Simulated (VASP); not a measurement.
# Te (P6_3/mmc) in VASP: notebook

Runs on Te. Level: PBE. Tasks: relaxation of cell and atoms.

Everything below comes from runs of VASP 6.6.1. Logs are shortened: lines on timing, memory, paths and dates and some standing lists are left out, and cuts for length are marked.

**1. The cell of the first run**

The structure is hexagonal, space group P6_3/mmc (No. 194). Conventional cell: a = 3.032 Å, b = 3.032 Å, c = 4.912 Å, α = 90.00°, β = 90.00°, γ = 120.00°. Te (site symmetry -6m2) has 12 Te at 3.02 to 3.03 Å within 4.0 Å.

**2. Relaxation of cell and atoms, PBE, target pressure 50 GPa, at which the enthalpy is minimised**

INCAR

```
ALGO = Normal
EDIFF = 1E-6
EDIFFG = -0.005
ENCUT = 600
GGA = PE
IBRION = 2
ISIF = 3
ISMEAR = -1
LASPH = True
LCHARG = False
LREAL = False
LWAVE = False
NELM = 60
NSW = 60
PREC = Accurate
PSTRESS = 500.0
SIGMA = 0.1
```

KPOINTS

```
k-points
0
Gamma
  15 15 8
```

POSCAR

```
Te
1.0
    3.0319768920      0.0000000000      0.0000000000
   -1.5159884460      2.6257690122      0.0000000000
    0.0000000000      0.0000000000      4.9118025651
Te
2
Direct
    0.3333333333      0.6666666667      0.2500000000
    0.6666666667      0.3333333333      0.7500000000
```

Potentials or basis: VASP PAW PBE potentials, release 64 (Te).

Started as:

```sh
> cat potpaw_PBE.64/Te/POTCAR > POTCAR
> mpirun -np 1 vasp_std > vasp.out
```

OUTCAR:

```text
EDIFF = 1E-6
   EDIFFG = -0.005
   ENCUT = 600
   GGA = PE
   IBRION = 2
   ISIF = 3
   ISMEAR = -1
   LASPH = True
   LREAL = False
   NELM = 60
   NSW = 60
   PREC = Accurate
   PSTRESS = 500.0

 ion  position               nearest neighbor table
   1  0.333  0.667  0.250-   2 3.02   2 3.02   2 3.02   2 3.02   2 3.02   2 3.02
   2  0.667  0.333  0.750-   1 3.02   1 3.02   1 3.02   1 3.02   1 3.02   1 3.02

  LATTYP: Found a hexagonal cell.
 ALAT       =     3.0319768920
 C/A-ratio  =     1.6200000000

  Lattice vectors:

 A1 = (   3.0319768920,   0.0000000000,   0.0000000000)
 A2 = (  -1.5159884460,   2.6257690122,   0.0000000000)
 A3 = (   0.0000000000,   0.0000000000,   4.9118025651)

Analysis of symmetry for initial positions (statically):
=====================================================================
 Subroutine PRICEL returns:
 Original cell was already a primitive cell.

 Routine SETGRP: Setting up the symmetry group for a
 hexagonal supercell.

 Subroutine GETGRP returns: Found 24 space group operations
 (whereof 12 operations were pure point group operations)
 out of a pool of 24 trial point group operations.

The static configuration has the point symmetry D_3d.
 The point group associated with its full space group is D_6h.

Analysis of symmetry for dynamics (positions and initial velocities):
=====================================================================
 Subroutine PRICEL returns:
 Original cell was already a primitive cell.

 Routine SETGRP: Setting up the symmetry group for a
 hexagonal supercell.

 Subroutine GETGRP returns: Found 24 space group operations
 (whereof 12 operations were pure point group operations)
 out of a pool of 24 trial point group operations.

The dynamic configuration has the point symmetry D_3d.
 The point group associated with its full space group is D_6h.

 Subroutine INISYM returns: Found 24 space group operations
 (whereof 12 operations are pure point group operations),
 and found     1 'primitive' translations

----------------------------------------------------------------------------------------

                                     Primitive cell

  volume of cell :      39.1042

  direct lattice vectors                    reciprocal lattice vectors
     3.031976892  0.000000000  0.000000000     0.329817817  0.190420405  0.000000000
    -1.515988446  2.625769012  0.000000000     0.000000000  0.380840811  0.000000000
     0.000000000  0.000000000  4.911802565     0.000000000  0.000000000  0.203591245

  length of vectors
     3.031976892  3.031976892  4.911802565     0.380840811  0.380840811  0.203591245

  position of ions in fractional coordinates (direct lattice)
     0.333333333  0.666666667  0.250000000
     0.666666667  0.333333333  0.750000000

  ion indices of the primitive-cell ions
   primitive index   ion index
                 1           1
                 2           2

----------------------------------------------------------------------------------------

 KPOINTS: k-points

Automatic generation of k-mesh.
 Grid dimensions read from file:
 generate k-points for:   15   15    8

 Generating k-lattice:

  Cartesian coordinates                     Fractional coordinates (reciprocal lattice)
     0.021987854  0.012694694  0.000000000     0.066666667  0.000000000  0.000000000
     0.000000000  0.025389387  0.000000000     0.000000000  0.066666667  0.000000000
     0.000000000  0.000000000  0.025448906     0.000000000  0.000000000  0.125000000

  Length of vectors
     0.025389387  0.025389387  0.025448906

  Shift w.r.t. Gamma in fractional coordinates (k-lattice)
     0.000000000  0.000000000  0.000000000

 Subroutine IBZKPT returns following result:
 ===========================================

 Found    135 irreducible k-points:

 Following reciprocal coordinates:
            Coordinates               Weight
  0.000000  0.000000  0.000000      1.000000
  0.066667 -0.000000  0.000000      6.000000
  0.133333  0.000000  0.000000      6.000000
  0.200000  0.000000  0.000000      6.000000
  0.266667  0.000000  0.000000      6.000000
  0.333333 -0.000000  0.000000      6.000000
[... 16 lines left out ...]
  0.333333  0.200000  0.000000     12.000000
  0.400000  0.200000  0.000000      6.000000
 [... further k-points ...]
   k-points           NKPTS =    135   k-points in BZ     NKDIM =    135   number of bands    NBANDS=     10
   number of dos      NEDOS =    301   number of ions     NIONS =      2
   total plane-waves  NPLWV =  23040
   dimension x,y,z NGX =    24 NGY =   24 NGZ =   40
   dimension x,y,z NGXF=    48 NGYF=   48 NGZF=   80
   ions per type =               2
   NGX,Y,Z   is equivalent  to a cutoff of  13.16, 13.16, 13.54 a.u.
   NGXF,Y,Z  is equivalent  to a cutoff of  26.32, 26.32, 27.08 a.u.
 SYSTEM =  unknown system
   PREC   = accura    normal or accurate (medium, high low for compatibility)
   ISTART =      0    job   : 0-new  1-cont  2-samecut
   ICHARG =      2    charge: 1-file 2-atom 10-const
   ISPIN  =      1    spin polarized calculation?
   LNONCOLLINEAR =      F non collinear calculations
   LSORBIT =      F    spin-orbit coupling
   LASPH  =      T    aspherical Exc in radial PAW
   ENCUT  =  600.0 eV  44.10 Ry    6.64 a.u.   6.06  6.06  9.81*2*pi/ulx,y,z
   NELM   =     60;   NELMIN=  2; NELMDL= -5     # of ELM steps
   EDIFF  = 0.1E-05   stopping-criterion for ELM
   LREAL  =      F    real-space projection
   EDIFFG = -.5E-02   stopping-criterion for IOM
   NSW    =     60    number of steps for IOM
   IBRION =      2    ionic relax: 0-MD 1-quasi-New 2-CG
   NFREE  =      1    steps in history (QN), initial steepest desc. (CG)
   ISIF   =      3    stress and relaxation
   ISYM   =      2    0-nonsym 1-usesym 2-fastsym
   POTIM  = 0.5000    time-step for ionic-motion
   TEBEG  =    0.0;   TEEND  =   0.0 temperature during run
   PSTRESS=  500.0 pullay stress
   NELECT =      12.0000    total number of electrons
   NUPDOWN=      -1.0000    fix difference up-down
   EMIN   =  10.00;   EMAX   =-10.00  energy-range for DOS
   EFERMI =   0.00;   METHOD = LEGACY
   ISMEAR =    -1;   SIGMA  =   0.10  broadening in eV -4-tet -1-fermi 0-gaus
   EFERMI_NEDOS =   21; number of points for ismear=-14 and -15
   IALGO  =     38    algorithm
   IMIX   =      4    mixing-type and parameters
     AMIX     =   0.40;   BMIX     =  1.00
     AMIX_MAG =   1.60;   BMIX_MAG =  1.00
  volume/ion in A,a.u.               =      19.55       131.94
  Fermi-wavevector in a.u.,A,eV,Ry     =   1.104233  2.086698 16.590006  1.219331
  Thomas-Fermi vector in A             =   2.240703
   LORBIT       =      0    0 simple, 1 ext, 2 COOP (PROOUT), +10 PAW based schemes
   GGA     = PE    functional components
   LHFCALC =     F    Hartree Fock is set to
   AEXX    =    0.0000 exact exchange contribution
   IVDW    =     0    specifies the selected vdW correction
   LEPSILON=     F    determine dielectric tensor
   LRPA    =     F    only Hartree local field effects (RPA)
 conjugate gradient relaxation of ions
 non-spin polarized calculation
  energy-cutoff  :      600.00
  volume of cell :       39.10
 maximum number of plane-waves:      1341
   NGX = 13   NGY = 13   NGZ = 19

--------------------------------------- Ionic step        1  -------------------------------------------

 number of electron      12.0000000 magnetization

 Free energy of the ion-electron system (eV)
  ---------------------------------------------------
  ext. energy  EPLUGINS =         0.00000000
  ---------------------------------------------------
  free energy    TOTEN  =        -3.62518250 eV

  energy without entropy =       -3.58606633  energy(sigma->0) =       -3.60562441

------------------------ aborting loop because EDIFF is reached ----------------------------------------

  FORCE on cell =-STRESS in cart. coord.  units (eV):
  Direction    XX          YY          ZZ          XY          YZ          ZX
  --------------------------------------------------------------------------------------
  -------------------------------------------------------------------------------------
  Total       12.3912991     12.3912991     10.8152246     -0.0000000      0.0000000      0.0000000
  in kB      507.6964363    507.6964364    443.1214963     -0.0000000      0.0000000      0.0000000
  external PRESSURE =     -13.8285437 kB  Pullay stress =     500.0000000 kB
[... 93 lines left out ...]
  FREE ENERGIE OF THE ION-ELECTRON SYSTEM (eV)
  ---------------------------------------------------
  free  energy   TOTEN  =        -3.3654132281 eV

  energy  without entropy=       -3.3302725485  energy(sigma->0) =       -3.34784289

  enthalpy is  TOTEN    =         8.5481379737 eV   P V=       11.9135512018

[... ionic steps 4 to 11 ...]

--------------------------------------- Ionic step       12  -------------------------------------------

 number of electron      11.9999998 magnetization

------------------------ aborting loop because EDIFF is reached ----------------------------------------

  FORCE on cell =-STRESS in cart. coord.  units (eV):
  Direction    XX          YY          ZZ          XY          YZ          ZX
  --------------------------------------------------------------------------------------
  -------------------------------------------------------------------------------------
  Total       12.2030542     12.2030542     12.1713881      0.0000000      0.0000000      0.0000000
  in kB      501.1221208    501.1221209    499.8217430      0.0000000      0.0000000      0.0000000
  external PRESSURE =       0.6886616 kB  Pullay stress =     500.0000000 kB
[... 61 lines left out ...]
  enthalpy is  TOTEN    =         8.5217839592 eV   P V=       12.1867997665

--------------------------------------- Ionic step       14  -------------------------------------------

 number of electron      11.9999998 magnetization

 Free energy of the ion-electron system (eV)
  ---------------------------------------------------
  ext. energy  EPLUGINS =         0.00000000
  ---------------------------------------------------
  free energy    TOTEN  =        -3.65685748 eV

  energy without entropy =       -3.62469355  energy(sigma->0) =       -3.64077551

 E-fermi :  14.0682     XC(G=0): -11.8368

 val. band max:       14.0636757885   @ k =   0.3333   0.2000   0.1250
 cond. band min:      14.1158037802   @ k =   0.2667   0.1333   0.2500
 fundamental gap:      0.0521279917
 Fermi energy:        14.0681989918

 k-point     1 :       0.0000    0.0000    0.0000
  band No.  band energies     occupation
      1      -3.6307      2.00000
      2       2.7526      2.00000
      3       4.9360      2.00000
      4      15.6820      0.00000
      5      15.6820      0.00000
      6      18.3054      0.00000
      7      18.3054      0.00000
      8      20.4736      0.00000
      9      21.0613      0.00000
     10      22.0502      0.00000
[... 287 lines left out ...]
 k-point    24 :       0.4000    0.2000    0.0000
  band No.  band energies     occupation
      1       1.3436      2.00000
      2       2.7854      2.00000
      3       7.2498      2.00000
      4       9.7603      2.00000
      5       9.7962      2.00000
      6       9.9758      2.00000
      7      11.8385      2.00000
      8      13.8298      1.83114
      9      17.3516      0.00000
     10      21.2500      0.00000

 [... further k-points ...]
[... 5 lines left out ...]
  --------------------------------------------------------------------------------------
  -------------------------------------------------------------------------------------
  Total       12.1882517     12.1882517     12.1860452      0.0000000      0.0000000      0.0000000
  in kB      500.3986000    500.3986001    500.3080096      0.0000000      0.0000000      0.0000000
  external PRESSURE =       0.3684032 kB  Pullay stress =     500.0000000 kB
[... 17 lines left out ...]
  FREE ENERGIE OF THE ION-ELECTRON SYSTEM (eV)
  ---------------------------------------------------
  free  energy   TOTEN  =        -3.6568574760 eV

  energy  without entropy=       -3.6246935518  energy(sigma->0) =       -3.64077551

  enthalpy is  TOTEN    =         8.5216855199 eV   P V=       12.1785429959

 reached required accuracy - stopping structural energy minimisation
```

It took 2.4 min on 1 thread of AMD EPYC 9R45 (Zen 5), shared host; peak memory 0.19 GiB.

Results:

```
Free energy                                            : -3.6569 eV
Relaxed volume                                         : 19.51 Å³/atom
Relaxed cell                                           : a = 3.114 Å, b = 3.114 Å, c = 4.648 Å, α = 90.00°, β = 90.00°, γ = 120.00°
Space group after relaxing (to 0.05 Å)                 : P6_3/mmc (No. 194)
Energy change on relaxing (the enthalpy is what falls) : -15.8 meV/atom
Ionic steps                                            : 14
Pressure after relaxing                                : 50.0 GPa
Band gap on the k mesh                                 : zero (band 6 reaches 18.31 eV, above the bottom of band 7 at 10.97 eV)
```

The path:
| step | energy change (eV) | largest force (eV/Å) | pressure (GPa) | volume (Å³) |
| --- | --- | --- | --- | --- |
| 1 | 0.0000 | 0.0000 | 48.62 | 39.10 |
| 2 | 0.2715 | 0.0000 | 55.07 | 38.14 |
| 3 | 0.2598 | 0.0000 | 54.79 | 38.18 |
| 4 | 0.2120 | 0.0000 | 54.21 | 38.29 |
| 5 | 0.1536 | 0.0000 | 53.60 | 38.45 |
| 6 | 0.0783 | 0.0000 | 53.02 | 38.74 |
| 7 | 0.1295 | 0.0000 | 53.38 | 38.52 |
| 8 | 0.0052 | 0.0000 | 50.72 | 38.91 |
| 9 | -0.0242 | 0.0000 | 50.10 | 39.00 |
| 10 | -0.0213 | 0.0000 | 50.13 | 38.99 |
| 11 | -0.0232 | 0.0000 | 50.14 | 39.00 |
| 12 | -0.0288 | 0.0000 | 50.07 | 39.02 |
| 13 | -0.0398 | 0.0000 | 49.94 | 39.05 |
| 14 | -0.0317 | 0.0000 | 50.04 | 39.02 |

Final structure:
```xyz
2
Lattice="3.1136 0.0000 0.0000 -1.5568 2.6965 0.0000 0.0000 0.0000 4.6481" Properties=species:S:1:pos:R:3 pbc="T T T"
Te    0.0000    1.7976    1.1620
Te    1.5568    0.8988    3.4861
```

Caveat: the cell is relaxed towards a set pressure, so the enthalpy falls and the energy may rise; spin-orbit coupling is left out, which moves the levels of the heavy elements.

**3. Relaxation of cell and atoms, PBE, target pressure 50 GPa, at which the enthalpy is minimised**

This run uses another cell than the first one, of the same volume but with other edges.

INCAR

```
  PREC = Accurate
  ENCUT = 600
  EDIFF = 1E-7
  ISMEAR = -1
  SIGMA = 0.1
  LREAL = F
  LASPH = T
  NELM = 100
  ALGO = Normal
  ISIF = 3
  LWAVE = F
  LCHARG = F
  GGA = PE
  IBRION = 2
  NSW = 32
  EDIFFG = -0.005
  PSTRESS = 500.0
```

KPOINTS

```
regular mesh
0
Gamma
  15 15 8
```

POSCAR

```
Te
1.0
    3.1145461776      0.0000000000      0.0000000000
   -1.5572730888      2.6972761110      0.0000000000
    0.0000000000      0.0000000000      4.6464185153
Te
2
Direct
    0.3333333333      0.6666666667      0.2500000000
    0.6666666667      0.3333333333      0.7500000000
```

Potentials or basis: VASP PAW PBE potentials, release 64 (Te).

Started as:

```sh
> cat potpaw_PBE.64/Te/POTCAR > POTCAR
> mpirun -np 1 vasp_std > vasp.out
```

Wall time 36 s (1 thread of AMD EPYC 9R45 (Zen 5), shared host); peak memory 0.19 GiB.

The run converged. Its results:

| Item | Value |
| --- | --- |
| Free energy | -3.6585 eV |
| Relaxed volume | 19.51 Å³/atom |
| Relaxed cell | a = 3.114 Å, b = 3.114 Å, c = 4.648 Å, α = 90.00°, β = 90.00°, γ = 120.00° |
| Space group after relaxing (to 0.05 Å) | P6_3/mmc (No. 194) |
| Energy change on relaxing (the enthalpy is what falls) | +0.6 meV/atom |
| Ionic steps | 2 |
| Pressure after relaxing | 50.0 GPa |
| Band gap on the k mesh | zero (band 6 reaches 18.30 eV, above the bottom of band 7 at 10.97 eV) |

Step by step:
| step | energy change (eV) | largest force (eV/Å) | pressure (GPa) | volume (Å³) |
| --- | --- | --- | --- | --- |
| 1 | 0.0000 | 0.0000 | 49.99 | 39.03 |
| 2 | 0.0012 | 0.0000 | 50.01 | 39.03 |

Final structure:
```
CELL_PARAMETERS angstrom
3.11388 0.00000 0.00000
-1.55694 2.69670 0.00000
0.00000 0.00000 4.64793
ATOMIC_POSITIONS crystal
Te 0.33333 0.66667 0.25000
Te 0.66667 0.33333 0.75000
```

Levels at points of the mesh, in eV from the Fermi level:
| k point | band 3 | band 4 | band 5 | band 6 | band 7 | band 8 | band 9 | band 10 |
| --- | --- | --- | --- | --- | --- | --- | --- | --- |
| (0.00, 0.00, 0.00) | -9.13 | 1.61 | 1.61 | 4.24 | 4.24 | 6.40 | 6.99 | 7.98 |
| (0.00, 0.00, 0.50) | -1.15 | -1.15 | 2.96 | 2.96 | 2.96 | 2.96 | 7.56 | 7.56 |

Caveat: the cell is relaxed towards a set pressure, so the enthalpy falls and the energy may rise; spin-orbit coupling is left out, which moves the levels of the heavy elements.
